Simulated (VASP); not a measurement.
# V (P6/mmm) in VASP: a series of runs, part 2 of 2

VASP 6.6.1. Earlier steps stand in the parts before.

## 3. Single point, LDA (11.20 Å³/atom)

This run uses another cell than the first one, of 11.20 Å³/atom.

The input, INCAR:

```
ALGO = Normal ; EDIFF = 1E-7
ENCUT = 520 ; GGA = CA
ISIF = 2 ; ISMEAR = -1
LASPH = T ; LCHARG = T
LELF = T ; LREAL = F
LVHAR = T ; LWAVE = F
NBANDS = 26 ; NELM = 60
PREC = Accurate ; SIGMA = 0.1
```

The input, KPOINTS:

```
k-points
0
Gamma
  9 9 15
```

The input, POSCAR:

```
V
1.0
    4.1846002081      0.0000000000      0.0000000000
   -2.0923001040      3.6239700849      0.0000000000
    0.0000000000      0.0000000000      2.2156481796
V
3
Direct
    0.0000000000      1.0000000000      0.0000000000
    0.3333333333      0.6666666667      0.5000000000
    0.6666666667      0.3333333333      0.5000000000
```

Potentials or basis: VASP PAW LDA potentials, release 64 (V_sv).

On the command line:

```
> cat potpaw_LDA.64/V_sv/POTCAR > POTCAR
> mpirun -np 1 vasp_std > vasp.out
```

Wall time 1.8 min (1 thread of Intel Xeon 8259CL, shared host); peak memory 0.18 GiB.

The run converged. Its results:

```
Free energy            : -29.0478 eV
Pressure               : 34.0 GPa
Band gap on the k mesh : zero (an odd number of electrons rules out a gap without spin polarisation)
```

Stress tensor (GPa, compression positive):
```
33.12  0.00  0.00
 0.00 33.12  0.00
 0.00  0.00 35.79
```

Levels at points of the mesh, in eV from the Fermi level:
```csv
k point,band 18,band 19,band 20,band 21,band 22,band 23
"(0.00, 0.00, 0.00)",-1.54,-1.54,-1.22,0.50,0.50,2.99
```

Caveat: the cell stands under pressure.

## 4. Single point, LDA (11.71 Å³/atom)

This run uses another cell than the first one, of 11.71 Å³/atom.

The input, INCAR:

```
  PREC = Accurate
  ENCUT = 520
  EDIFF = 1E-6
  ISMEAR = -1
  SIGMA = 0.1
  LREAL = F
  LASPH = T
  NELM = 80
  ALGO = Normal
  ISIF = 2
  LWAVE = F
  LCHARG = T
  LELF = T
  LVHAR = T
  NBANDS = 26
```

The input, KPOINTS:

```
regular mesh
0
Gamma
  9 9 15
```

The input, POSCAR:

```
V
1.0
    4.2470661369      0.0000000000      0.0000000000
   -2.1235330685      3.6780671661      0.0000000000
    0.0000000000      0.0000000000      2.2487224316
V
3
Direct
    0.0000000000      1.0000000000      0.0000000000
    0.3333333333      0.6666666667      0.5000000000
    0.6666666667      0.3333333333      0.5000000000
```

On the command line:

```
> cat potpaw_LDA.64/V_sv/POTCAR > POTCAR
> mpirun -np 1 vasp_std > vasp.out
```

Run time: 1.7 min. Hardware: 1 thread of Intel Xeon 8259CL, shared host; peak memory 0.18 GiB.

It converged, with:

```yaml
Free_energy: -29.3066 eV
Pressure: 20.6 GPa
Band_gap_on_the_k_mesh: zero (an odd number of electrons rules out a gap without spin polarisation)
```

Stress tensor (GPa, compression positive):
```
19.98  0.00  0.00
 0.00 19.98  0.00
 0.00  0.00 21.90
```

Levels at points of the mesh, in eV from the Fermi level:
```
           k point  band 18  band 19  band 20  band 21  band 22  band 23
(0.00, 0.00, 0.00)    -1.50    -1.50    -1.14     0.50     0.50     2.85
```

Caveat: the cell stands under pressure.

## 5. Single point, LDA (12.22 Å³/atom)

This run uses another cell than the first one, of 12.22 Å³/atom.

The input, INCAR:

```
PREC     = Accurate       # precision mode
ENCUT    = 520            # plane-wave cutoff, eV
EDIFF    = 1E-6           # SCF threshold, eV
ISMEAR   = -1             # smearing method
SIGMA    = 0.1            # smearing width, eV
LREAL    = F              # projectors in reciprocal space
LASPH    = T              # aspherical terms in the spheres
NELM     = 80             # most SCF steps
ALGO     = Normal         # electronic algorithm
ISIF     = 2              # what is computed and relaxed
LWAVE    = F              # write WAVECAR
LCHARG   = T              # write CHGCAR
GGA      = CA             # functional
LELF     = T              # ELF
LVHAR    = T            
NBANDS   = 26             # bands
```

KPOINTS is that of step 4.

The input, POSCAR:

```
V
1.0
    4.3077467086      0.0000000000      0.0000000000
   -2.1538733543      3.7306180827      0.0000000000
    0.0000000000      0.0000000000      2.2808513785
V
3
Direct
    0.0000000000      1.0000000000      0.0000000000
    0.3333333333      0.6666666667      0.5000000000
    0.6666666667      0.3333333333      0.5000000000
```

On the command line:

```
> cat potpaw_LDA.64/V_sv/POTCAR > POTCAR
> mpirun -np 1 vasp_std > vasp.out
```

Run time: 1.7 min. Hardware: 1 thread of Intel Xeon 8259CL, shared host; peak memory 0.18 GiB.

The run converged. Its results:

- Free energy: -29.4491 eV
- Pressure: 9.6 GPa
- Band gap on the k mesh: zero (an odd number of electrons rules out a gap without spin polarisation)

Stress tensor (GPa, compression positive):
```
 9.12  0.00  0.00
 0.00  9.12  0.00
 0.00  0.00 10.46
```

Levels at points of the mesh, in eV from the Fermi level:
```csv
k point,band 17,band 18,band 19,band 20,band 21,band 22,band 23,band 24
"(0.00, 0.00, 0.00)",-1.49,-1.46,-1.46,-1.08,0.49,0.49,2.72,2.72
```

Caveat: the cell stands under pressure.

## 6. Single point, LDA (12.73 Å³/atom)

The input, INCAR:

```
ALGO = Normal
EDIFF = 1E-6
ENCUT = 520
ISIF = 2
ISMEAR = -1
LASPH = T
LCHARG = T
LELF = T
LREAL = F
LVHAR = T
LWAVE = F
NBANDS = 26
NELM = 60
PREC = Accurate
SIGMA = 0.1
```

The input, KPOINTS:

```
k-points
0
Gamma
  9 9 15
```

The input, POSCAR:

```
V
1.0
    4.3667642712      0.0000000000      0.0000000000
   -2.1833821356      3.7817287912      0.0000000000
    0.0000000000      0.0000000000      2.3120998010
V
3
Direct
    0.0000000000      1.0000000000      0.0000000000
    0.3333333333      0.6666666667      0.5000000000
    0.6666666667      0.3333333333      0.5000000000
```

Potentials or basis: VASP PAW LDA potentials, release 64 (V_sv).

On the command line:

```
> cat potpaw_LDA.64/V_sv/POTCAR > POTCAR
> mpirun -np 1 vasp_std > vasp.out
```

OUTCAR:

```text
EDIFF = 1E-6
   ENCUT = 520
   ISIF = 2
   ISMEAR = -1
   LASPH = T
   LREAL = F
   NELM = 60
   PREC = Accurate

 ion  position               nearest neighbor table
   1  0.000  0.000  0.000-   2 2.77   3 2.77   2 2.77   3 2.77   3 2.77   3 2.77   2 2.77   2 2.77
                             3 2.77   3 2.77   2 2.77   2 2.77
   2  0.333  0.667  0.500-   3 2.52   3 2.52   3 2.52   1 2.77   1 2.77   1 2.77   1 2.77   1 2.77
                             1 2.77
   3  0.667  0.333  0.500-   2 2.52   2 2.52   2 2.52   1 2.77   1 2.77   1 2.77   1 2.77   1 2.77
[... 895 lines left out ...]
  Direction    XX          YY          ZZ          XY          YZ          ZX
  --------------------------------------------------------------------------------------
  -------------------------------------------------------------------------------------
  Total        0.0478221      0.0478221      0.2481580      0.0000000      0.0000000      0.0000000
  in kB        2.0067018      2.0067018     10.4131513      0.0000000      0.0000000      0.0000000
  external PRESSURE =       4.8088516 kB  Pullay stress =       0.0000000 kB

 VOLUME and BASIS-vectors are now :
 -----------------------------------------------------------------------------
  energy-cutoff  :      520.00
  volume of cell :       38.18
      direct lattice vectors                 reciprocal lattice vectors
     4.366764271  0.000000000  0.000000000     0.229002515  0.132214664  0.000000000
    -2.183382136  3.781728791  0.000000000     0.000000000  0.264429327  0.000000000
     0.000000000  0.000000000  2.312099801     0.000000000  0.000000000  0.432507282

 POSITION                                       TOTAL-FORCE (eV/Angst)
 -----------------------------------------------------------------------------------
      0.00000      0.00000      0.00000         0.000000      0.000000      0.000000
     -0.00000      2.52115      1.15605        -0.000000      0.000000      0.000000
      2.18338      1.26058      1.15605         0.000000     -0.000000     -0.000000
 -----------------------------------------------------------------------------------
    total drift:                               -0.000000      0.000000      0.000000

  FREE ENERGIE OF THE ION-ELECTRON SYSTEM (eV)
  ---------------------------------------------------
  free  energy   TOTEN  =       -29.4961195363 eV

  energy  without entropy=      -29.3859530933  energy(sigma->0) =      -29.44103631
```

stdout:

```text
POSCAR found type information on POSCAR V
 POSCAR found :  1 types and       3 ions
 scaLAPACK will be used
 LDA part: xc-table for (Slater(with rela. corr.)+CA(PZ))
 , standard interpolation
 POSCAR, INCAR and KPOINTS ok, starting setup
 FFT: planning ... GRIDC
 FFT: planning ... GRID_SOFT
 FFT: planning ... GRID
 WAVECAR not read
 entering main loop
```

Wall time 97 s (1 thread of Intel Xeon 8259CL, shared host); peak memory 0.19 GiB.

What came out:

* Free energy: -29.4961 eV
* Pressure: 0.5 GPa
* Band gap on the k mesh: zero (an odd number of electrons rules out a gap without spin polarisation)

## 7. The runs side by side

| cell | k mesh | gap on the mesh (eV) | pressure (GPa) |
| --- | --- | --- | --- |
| a = 4.367, b = 4.367, c = 2.312 Å, angles 90.0, 90.0, 120.0°, 3 atoms | 9 × 9 × 12 | none | 0.7 |
| a = 4.185, b = 4.185, c = 2.216 Å, angles 90.0, 90.0, 120.0°, 3 atoms | 9 × 9 × 15 | none | 34.0 |
| a = 4.247, b = 4.247, c = 2.249 Å, angles 90.0, 90.0, 120.0°, 3 atoms | 9 × 9 × 15 | none | 20.6 |
| a = 4.308, b = 4.308, c = 2.281 Å, angles 90.0, 90.0, 120.0°, 3 atoms | 9 × 9 × 15 | none | 9.6 |
| a = 4.367, b = 4.367, c = 2.312 Å, angles 90.0, 90.0, 120.0°, 3 atoms | 9 × 9 × 15 | none | 0.5 |

Alike in all rows: task single point; level LDA; potentials or basis VASP PAW LDA potentials, release 64 (V_sv); no spin polarisation; cutoff (eV) 520; smearing fermi-dirac 0.1 eV.

Caveats: the cell stands under pressure (at least some runs).

Total energies depend on the potentials used, so only differences within one code and one set of settings carry meaning.
